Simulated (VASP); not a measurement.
A run of VASP 6.6.1 is set up as follows.

File POSCAR:

```
SrLiH3
1.0
    4.6307910000      0.0000000000      0.0000000000
    0.0000000000      4.6307910000      0.0000000000
    0.0000000000      0.0000000000      4.6307910000
Sr Li H
1 1 3
Direct
    0.5032800000      0.4943360000      0.5019290000
    0.0020250000      0.0053550000     -0.0121980000
    0.5008960000      0.5020190000     -0.0009430000
    0.5055660000      0.0070640000      0.4878350000
   -0.0114320000      0.5131620000      0.4921090000
```

The input INCAR.step1:

```
  PREC = Accurate
  ENCUT = 520
  ISMEAR = 0
  SIGMA = 0.05
  LREAL = False
  LASPH = True
  NELM = 80
  NBANDS = 16
  GGA = PE
  ALGO = Normal
  EDIFF = 1E-4
  LWAVE = True
  LCHARG = False
```

File INCAR.step2:

```
  PREC = Accurate
  ENCUT = 520
  EDIFF = 1E-6
  ISMEAR = 0
  SIGMA = 0.05
  LREAL = False
  LASPH = True
  NELM = 80
  ALGO = Normal
  ISIF = 2
  LWAVE = False
  LCHARG = False
  METAGGA = R2SCAN
  LMIXTAU = True
  NBANDS = 16
  ISTART = 1
```

Contents of KPOINTS:

```
regular mesh
0
Gamma
  4 4 4
```

Potentials or basis: VASP PAW PBE potentials, release 64 (Sr_sv, Li_sv, H).

The run is started by

```sh
$ cat potpaw_PBE.64/Sr_sv/POTCAR potpaw_PBE.64/Li_sv/POTCAR potpaw_PBE.64/H/POTCAR > POTCAR
$ cp INCAR.step1 INCAR
$ mpirun -np 1 vasp_std > vasp.out
$ cp INCAR.step2 INCAR
$ mpirun -np 1 vasp_std > vasp.out
```

Task: Predict the band gap on the k mesh.

Result: 2.35 eV, indirect (least direct gap 2.75 eV).

Task: What does it give for the largest force?

Result: 0.580 eV/Å.

Forces in eV/Å, atoms in the order of the input:
```
Sr  -0.385  0.404 -0.157
Li  -0.010 -0.054  0.045
H   -0.019 -0.028  0.046
H   -0.005 -0.329  0.026
H    0.418  0.006  0.039
```

Caveat: the PAW data sets were made with another functional, which shifts forces and pressure a little. A k mesh can miss the band edges.
